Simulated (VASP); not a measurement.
# KTaO3 (P4/mmm) in VASP: further runs, part 2 of 2

VASP 6.6.1. The steps go on from the part before.

### 5 Single point, r2SCAN, non-collinear spin, zero start, spin-orbit coupling (uniaxial z strain +4.0%)

Contents of POSCAR:

```
KTaO3
1.0
    3.9901311030      0.0000000000      0.0000000000
    0.0000000000      3.9901311030      0.0000000000
    0.0000000000      0.0000000000      4.1497363471
K Ta O
1 1 3
Direct
    0.0000000000      0.0000000000      0.0000000000
    0.5000000000      0.5000000000      0.5000000000
    0.5000000000      0.5000000000      0.0000000000
    0.5000000000      0.0000000000      0.5000000000
    0.0000000000      0.5000000000      0.5000000000
```

Contents of INCAR.step1:

```
SYSTEM = KTaO3
ALGO = Normal ; EDIFF = 1E-4
ENCUT = 520 ; GGA = PE
GGA_COMPAT = .False. ; ISMEAR = 0
LASPH = .True. ; LCHARG = .False.
LMAXMIX = 4 ; LREAL = .False.
LSORBIT = .True. ; LWAVE = .True.
MAGMOM = 0 0 0 0 0 0 0 0 0 0 0 0 0 0 0 ; NBANDS = 53
NELM = 150 ; PREC = Accurate
SIGMA = 0.01
```

Contents of INCAR.step2:

```
SYSTEM = KTaO3
ALGO = Normal ; EDIFF = 1E-6
ENCUT = 520 ; GGA_COMPAT = .False.
ISIF = 2 ; ISMEAR = 0
ISTART = 1 ; LASPH = .True.
LCHARG = .False. ; LMAXMIX = 4
LMIXTAU = .True. ; LORBIT = 11
LORBMOM = .True. ; LREAL = .False.
LSORBIT = .True. ; LWAVE = .False.
MAGMOM = 0 0 0 0 0 0 0 0 0 0 0 0 0 0 0 ; METAGGA = R2SCAN
NBANDS = 53 ; NELM = 150
PREC = Accurate ; SIGMA = 0.01
```

Contents of KPOINTS:

```
k-points
0
Gamma
  6 6 6
  0 0 0
```

Potentials or basis: VASP PAW PBE potentials, release 64 (K_sv, Ta_pv, O).

On the command line:

```
$ cat potpaw_PBE.64/K_sv/POTCAR potpaw_PBE.64/Ta_pv/POTCAR potpaw_PBE.64/O/POTCAR > POTCAR
$ cp INCAR.step1 INCAR
$ mpirun -np 1 vasp_ncl > vasp.out
$ cp INCAR.step2 INCAR
$ mpirun -np 1 vasp_ncl > vasp.out
```

OUTCAR:

```text
SYSTEM = KTaO3
   EDIFF = 1E-6
   ENCUT = 520
   ISIF = 2
   ISMEAR = 0
   ISTART = 1
   LASPH = .True.
   LORBIT = 11
   LREAL = .False.
   LSORBIT = .True.
   METAGGA = R2SCAN
   NELM = 150
   PREC = Accurate

 ion  position               nearest neighbor table
   1  0.000  0.000  0.000-   3 2.82   3 2.82   3 2.82   3 2.82   5 2.88   4 2.88   5 2.88   5 2.88
                             5 2.88   4 2.88   4 2.88   4 2.88   2 3.50   2 3.50   2 3.50   2 3.50
   2  0.500  0.500  0.500-   4 2.00   5 2.00   4 2.00   5 2.00   3 2.07   3 2.07   1 3.50   1 3.50
                             1 3.50   1 3.50   1 3.50   1 3.50   1 3.50   1 3.50
   3  0.500  0.500  0.000-   2 2.07   2 2.07   1 2.82   1 2.82   1 2.82   1 2.82
   4  0.500  0.000  0.500-   2 2.00   2 2.00   1 2.88   1 2.88   1 2.88   1 2.88
   5  0.000  0.500  0.500-   2 2.00   2 2.00   1 2.88   1 2.88   1 2.88   1 2.88

  LATTYP: Found a simple tetragonal cell.
 ALAT       =     3.9901311030
 C/A-ratio  =     1.0400000000

  Lattice vectors:

 A1 = (   3.9901311030,   0.0000000000,   0.0000000000)
 A2 = (   0.0000000000,   3.9901311030,   0.0000000000)
 A3 = (   0.0000000000,   0.0000000000,   4.1497363471)
[... 1567 lines left out ...]
     0.0000000     0.0000000     0.0000000     0.0000000     0.0000000     0.0000000     0.0000000
     0.0000000     0.0000000     0.0000000     0.0000000     0.0000000     0.0000000     0.0000000
[... 69 lines left out ...]
 l=   2
     0.0000000     0.0000000     0.0000000     0.0000000     0.0000000
     0.0000000     0.0000000     0.0000000     0.0000000     0.0000000
     0.0000000     0.0000000     0.0000000     0.0000000     0.0000000
     0.0000000     0.0000000     0.0000000     0.0000000     0.0000000
     0.0000000     0.0000000     0.0000000     0.0000000     0.0000000
 l=   3
     0.0000000     0.0000000     0.0000000     0.0000000     0.0000000     0.0000000     0.0000000
     0.0000000     0.0000000     0.0000000     0.0000000     0.0000000     0.0000000     0.0000000
     0.0000000     0.0000000     0.0000000     0.0000000     0.0000000     0.0000000     0.0000000
     0.0000000     0.0000000     0.0000000     0.0000000     0.0000000     0.0000000     0.0000000
     0.0000000     0.0000000     0.0000000     0.0000000     0.0000000     0.0000000     0.0000000
     0.0000000     0.0000000     0.0000000     0.0000000     0.0000000     0.0000000     0.0000000
     0.0000000     0.0000000     0.0000000     0.0000000     0.0000000     0.0000000     0.0000000

 total charge

# of ion       s       p       d       tot
------------------------------------------
    1        1.962   5.697   0.040   7.699
    2        0.347   6.326   1.964   8.638
    3        1.560   3.497   0.000   5.056
    4        1.567   3.536   0.000   5.104
    5        1.567   3.536   0.000   5.104
--------------------------------------------------
tot          7.003  22.593   2.004  31.600

 magnetization (x)

# of ion       s       p       d       tot
------------------------------------------
    1        0.000   0.000   0.000   0.000
    2        0.000  -0.000  -0.000  -0.000
    3        0.000  -0.000   0.000  -0.000
    4        0.000   0.000   0.000   0.000
    5       -0.000   0.000   0.000   0.000
--------------------------------------------------
tot          0.000  -0.000  -0.000  -0.000

 magnetization (y)

# of ion       s       p       d       tot
------------------------------------------
    1        0.000   0.000   0.000   0.000
    2       -0.000  -0.000  -0.000  -0.000
    3        0.000  -0.000   0.000  -0.000
    4        0.000   0.000   0.000   0.000
    5       -0.000  -0.000   0.000  -0.000
--------------------------------------------------
tot         -0.000   0.000  -0.000  -0.000

 magnetization (z)

# of ion       s       p       d       tot
------------------------------------------
    1        0.000   0.000   0.000   0.000
    2        0.000  -0.000   0.000   0.000
    3        0.000   0.000   0.000   0.000
    4        0.000   0.000   0.000   0.000
    5        0.000   0.000   0.000   0.000
--------------------------------------------------
tot          0.000   0.000   0.000   0.000
```

OUTCAR.step1:

```text
SYSTEM = KTaO3
   EDIFF = 1E-4
   ENCUT = 520
   GGA = PE
   ISMEAR = 0
   LASPH = .True.
   LREAL = .False.
[... 1637 lines left out ...]
     0.0000000     0.0000000     0.0000000     0.0000000     0.0000000     0.0000000     0.0000000
     0.0000000     0.0000000     0.0000000     0.0000000     0.0000000     0.0000000     0.0000000
     0.0000000     0.0000000     0.0000000     0.0000000     0.0000000     0.0000000     0.0000000
     0.0000000     0.0000000     0.0000000     0.0000000     0.0000000     0.0000000     0.0000000
     0.0000000     0.0000000     0.0000000     0.0000000     0.0000000     0.0000000     0.0000000

=======================================================================

 ========================================================
```

Run time: 12 min. Hardware: 1 thread of Intel Xeon 6975P-C (Granite Rapids), shared host; peak memory 0.47 GiB.

What came out:

```yaml
Free_energy: -87.6295 eV
Pressure: -6.0 GPa
Net_moment: 0.00 μB per cell
Valence_electrons_inside_the_program's_atomic_spheres: K 7.70; Ta 8.64; O 5.06, 5.10 (each value once)
```

Stress tensor (GPa, compression positive):
```
 -1.97   0.00   0.00
  0.00  -1.97   0.00
  0.00   0.00 -14.13
```

Moments on the atoms (μB; x, y, z):
```
K   0.00 0.00 0.00
Ta  0.00 0.00 0.00
O   0.00 0.00 0.00
O   0.00 0.00 0.00
O   0.00 0.00 0.00
```

Caveat: the cell differs from its parent crystal (uniaxial z strain +4.0%); the stress differs along the axes, from -14 to -2 GPa; the PAW data sets were made with another functional, which shifts forces and pressure a little.

### 6 The runs side by side

| level | potentials or basis | spin | cell | cutoff (eV) | smearing | gap on the mesh (eV) | pressure (GPa) | moment (μB) |
| --- | --- | --- | --- | --- | --- | --- | --- | --- |
| PBE | VASP PAW PBE potentials, release 64 (K_sv, Ta_sv_GW, O) | off | a = 3.990, b = 3.990, c = 3.831 Å, 5 atoms | 700 | fermi-dirac 0.02 eV | 2.22 | 15.5 | - |
| r2SCAN | VASP PAW PBE potentials, release 64 (K_sv, Ta_pv, O) | non-collinear, zero start, SOC | a = 3.990, b = 3.990, c = 3.910 Å, 5 atoms | 520 | gaussian 0.01 eV | - | 5.8 | 0.00 |
| PBE | VASP PAW PBE potentials, release 64 (K_sv, Ta_sv_GW, O) | off | a = 3.990, b = 3.990, c = 3.870 Å, 5 atoms | 700 | fermi-dirac 0.02 eV | 2.22 | 12.6 | - |
| r2SCAN | VASP PAW PBE potentials, release 64 (K_sv, Ta_pv, O) | non-collinear, zero start, SOC | a = 3.990, b = 3.990, c = 4.150 Å, 5 atoms | 520 | gaussian 0.01 eV | - | -6.0 | 0.00 |

Alike in all rows: task single point; k mesh 6 × 6 × 6.

Caveats: spin-orbit coupling is left out, which moves the levels of the heavy elements (at least some runs); the PAW data sets were made with another functional, which shifts forces and pressure a little (at least some runs); the stress differs along the axes, from 9 to 28 GPa (at least some runs); the stress differs along the axes, from 3 to 12 GPa (at least some runs); the stress differs along the axes, from 8 to 22 GPa (at least some runs); the stress differs along the axes, from -14 to -2 GPa (at least some runs).

Total energies depend on the potentials used, so only differences within one code and one set of settings carry meaning.
